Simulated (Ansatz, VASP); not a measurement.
# One calculation of N, two programs

```
N
1.0
     3.57457    0.00000    0.00000
    -1.78728    3.09567    0.00000
     0.00000    0.00000    5.80165
N
2
Direct
  0.33333 0.66667 0.25000
  0.66667 0.33333 0.75000
```

Change from the starting cell: strain -0.015 along x and y, -0.015 along z, atoms carried along.

Alike in both runs: task single point; functional LDA; k mesh 12 × 12 × 6; occupations gaussian, width 0.05 eV; collinear spin.

|  | VASP | Ansatz |
| --- | --- | --- |
| version | VASP 6.6.1 | Ansatz 0.2.0 |
| potentials or method | VASP PAW LDA potentials, release 64 (N), cutoff 520 eV | scalar-relativistic, plane waves, PAW |
| valence electrons in the cell | 10 | 10 |

Ansatz gave:

```
gap on the k mesh at the Fermi level (eV)                     : 2.11
least direct gap on the mesh (eV)                             : 2.11
pressure (GPa)                                                : -0.3
net moment per atom (μB)                                      : 3.00
size of the moment on the site where the two differ most (μB) : 2.89
```

**Question.** Estimate VASP's values.

**Answer.** gap on the k mesh at the Fermi level (eV): 1.98; least direct gap on the mesh (eV): 1.98; pressure (GPa): -0.4; net moment per atom (μB): 3.00; size of the moment on the site where the two differ most (μB): 1.93.

LDA's correlation is that of Perdew and Zunger in VASP and of Perdew and Wang (1992) in Ansatz. Site moments also hang on the region over which each program counts them.
